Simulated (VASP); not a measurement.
NaH, 2 atoms in the cell. Symmetry: I4/mmm, No. 139, tetragonal system. Conventional cell: a = 3.428 Å, b = 3.428 Å, c = 5.252 Å, α = 90.00°, β = 90.00°, γ = 90.00°. Within 3.2 Å of Na (site symmetry 4/mmm) lie 6 H at 2.42 to 2.63 Å. Within 3.2 Å of H (site symmetry 4/mmm) lie 6 Na at 2.42 to 2.63 Å. 

```yaml
Program: VASP 6.6.1
Task: single point
Functional: r2SCAN
Potentials_or_basis: VASP PAW PBE potentials, release 64 (Na_pv, H)
Cutoff: 520 eV
k_mesh: 10 × 10 × 10
Occupations: fermi-dirac, width 0.2 eV
Spin: no spin polarisation
Dipole_correction: no
Further_INCAR_settings: ALGO = Normal; EDIFF = 1e-07; NBANDS = 11
```

Potentials or basis: VASP PAW PBE potentials, release 64 (Na_pv, H).

The run is started by

```bash
$ cat potpaw_PBE.64/Na_pv/POTCAR potpaw_PBE.64/H/POTCAR > POTCAR
$ cp INCAR.step1 INCAR
$ mpirun -np 1 vasp_std > vasp.out
$ cp INCAR.step2 INCAR
$ mpirun -np 1 vasp_std > vasp.out
```

Hardware: 1 thread of AMD EPYC 9R45 96-Core Processor (Zen 5), with other jobs on the host.

**Question.** Estimate the wall time of this run.

**Answer.** Run time: 100 s on 1 thread of AMD EPYC 9R45 96-Core Processor (Zen 5) (shared host), peak memory 0.14 GiB. Counts: k points 102.
